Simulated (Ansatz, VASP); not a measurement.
Two plane-wave programs on WS2

```
W S
1.0
     3.12370    0.00000    0.00000
    -1.56185    2.70521    0.00000
     0.00000    0.00000   16.93628
W S
1 2
Cartesian
  0.0000 1.8035 0.0000
  1.5619 0.9017 15.3637
  1.5619 0.9017 1.5726
```

Alike in both runs: functional PBEsol; dispersion D3(BJ); k mesh 12 × 12 × 2; occupations gaussian, width 0.02 eV; no spin polarisation.

Ansatz relaxed the structure, and its values are those at the end. VASP's run is a single point on that final structure, the one shown.

```csv
,VASP,Ansatz
version,VASP 6.6.1,Ansatz 0.2.0
potentials or method,"VASP PAW PBE potentials, release 64 (W_sv, S), cutoff 520 eV","scalar-relativistic, plane waves, PAW"
valence electrons in the cell,26,26
```

Ansatz gave:

| Item | Value |
| --- | --- |
| gap on the k mesh at the Fermi level (eV) | 1.99 |
| least direct gap on the mesh (eV) | 2.04 |
| rms of the force components (eV/Å) | 0.002 |

Problem. Which values does VASP return?

Solution. gap on the k mesh at the Fermi level (eV): 1.99; least direct gap on the mesh (eV): 2.04; rms of the force components (eV/Å): 0.009.

VASP's potentials were made for PBE, not for PBEsol. Ansatz's warnings: xc potential rough in thin density.

Spin-orbit coupling is off throughout.
